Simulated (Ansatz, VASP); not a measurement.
Two plane-wave programs on BP

```xyz
2
Lattice="0.0000 2.3993 2.2140 2.2140 0.0000 2.2140 2.2140 2.3993 0.0000" Properties=species:S:1:pos:R:3 pbc="T T T"
B     0.0000    0.0000    0.0000
P     3.3210    3.5990    3.3210
```

Alike in both runs: task single point; functional PBE; k mesh 12 × 12 × 12; occupations gaussian, width 0.05 eV; no spin polarisation.

|  | VASP | Ansatz |
| --- | --- | --- |
| version | VASP 6.6.1 | Ansatz 0.2.0 |
| potentials or method | VASP PAW PBE potentials, release 64 (B, P), cutoff 520 eV | scalar-relativistic, plane waves, PAW |
| valence electrons in the cell | 8 | 8 |

Ansatz gave:

- gap on the k mesh at the Fermi level (eV): 0.64
- least direct gap on the mesh (eV): 2.99
- pressure (GPa): -0.1
- traceless stress, the component that is largest in VASP (GPa): -15.78

Q: Which values does VASP return?

A: gap on the k mesh at the Fermi level (eV): 0.64; least direct gap on the mesh (eV): 2.99; pressure (GPa): -0.3; traceless stress, the component that is largest in VASP (GPa): -15.80.

With one functional, cell and mesh, what is left measures potentials, basis and numerics.
